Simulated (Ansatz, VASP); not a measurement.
One calculation of ZrC, two programs

The input INCAR:

```
ALGO     = Normal         # electronic algorithm
EDIFF    = 1E-8           # SCF threshold, eV
ENCUT    = 520            # plane-wave cutoff, eV
GGA      = PS             # functional
ISIF     = 2              # what is computed and relaxed
ISMEAR   = -1             # smearing method
LASPH    = T              # aspherical terms in the spheres
LCHARG   = F              # write CHGCAR
LEFG     = T            
LREAL    = F              # projectors in reciprocal space
LWAVE    = F              # write WAVECAR
NBANDS   = 15             # bands
NELM     = 100            # most SCF steps
PREC     = Accurate       # precision mode
SIGMA    = 0.05           # smearing width, eV
```

The input KPOINTS:

```
k-points
0
Gamma
  15 15 15
```

POSCAR

```
ZrC
1.0
    0.0235021000      2.3619610500      2.3619610500
    2.3619610500      0.0235021000      2.3619610500
    2.3619610500      2.3619610500      0.0235021000
Zr C
1 1
Direct
    0.5000000000      0.5000000000      0.5000000000
    0.0000000000      0.0000000000      0.0000000000
```

Input for Ansatz:

```yaml
crystal:
  lattice:
    - [0.0235021, 2.36196105, 2.36196105]
    - [2.36196105, 0.0235021, 2.36196105]
    - [2.36196105, 2.36196105, 0.0235021]
  atoms:
    - { symbol: Zr, position: [0.5, 0.5, 0.5] }
    - { symbol: C, position: [0.0, 0.0, 0.0] }
kpoints:
  mp_grid: { grid: [15, 15, 15] }
scf:
  occupations: { method: fermi_dirac, width: 0.05 }
hamiltonian:
  xc: pbesol
  pseudopotentials: { kind: all_electron, datasets: crystal }
output:
  forces: true
  stress: true
  eigenvalues: true
  efg: { contact_densities: true }
```

Change from the starting cell: equal xy, yz and zx shear strains of +1 %, crystal datasets.

Alike in both runs: task electric field gradients; functional PBEsol; k mesh 15 × 15 × 15; occupations fermi-dirac, width 0.05 eV; no spin polarisation.

|  | VASP | Ansatz |
| --- | --- | --- |
| version | VASP 6.6.1 | Ansatz 0.2.0 |
| potentials or method | VASP PAW PBE potentials, release 64 (Zr_sv, C), cutoff 520 eV | all-electron PAW with datasets made for the crystal, scalar-relativistic |

|  | VASP | Ansatz | Ansatz less VASP |
| --- | --- | --- | --- |
| pressure (GPa) | -4.2 | -4.5 | -0.30 |
| traceless stress, the component that is largest in VASP (GPa) | -1.56 | -1.56 | -0.002 |
| size of Vzz on the site where it differs most (V/Å²) | 1.1 | 1.2 | +0.13 |

VASP's potentials were made for PBE, not for PBEsol. Ansatz ran all-electron here, and VASP with PAW potentials.
